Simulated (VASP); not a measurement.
A run of VASP 6.6.1 is set up as follows.

INCAR

```
  PREC = Accurate
  ENCUT = 520
  EDIFF = 1E-6
  ISMEAR = 0
  SIGMA = 0.1
  LREAL = F
  LASPH = T
  NELM = 150
  ALGO = Normal
  ISIF = 2
  LWAVE = F
  LCHARG = F
  ISPIN = 2
  MAGMOM = 1 1
  LORBIT = 11
  GGA = PE
  NBANDS = 18
```

Contents of KPOINTS:

```
Automatic mesh
0
Gamma
  8 8 8
```

Contents of POSCAR:

```
Cl
1.0
    3.7418194060      0.0000000000      0.0000000000
    0.0000000000      0.0000000000     -3.9240373500
   -1.8709097030      5.5565952358      0.0000000000
Cl
2
Direct
    0.1345512700      0.7500000000      0.2691025400
    0.8654487300      0.2500000000      0.7308974600
```

Potentials or basis: VASP PAW PBE potentials, release 64 (Cl).

Command:

```console
$ cat potpaw_PBE.64/Cl/POTCAR > POTCAR
$ mpirun -np 1 vasp_std > vasp.out
```

Question: Estimate the largest force.

Answer: 0.137 eV/Å.

Question: What does it give for the site moments?

Answer: Cl +0.77 μB.

Question: What does it give for the pressure?

Answer: -2.6 GPa.

Stress tensor (GPa, compression positive):
```
-2.35  0.00  0.00
 0.00 -3.58  0.00
 0.00  0.00 -1.95
```
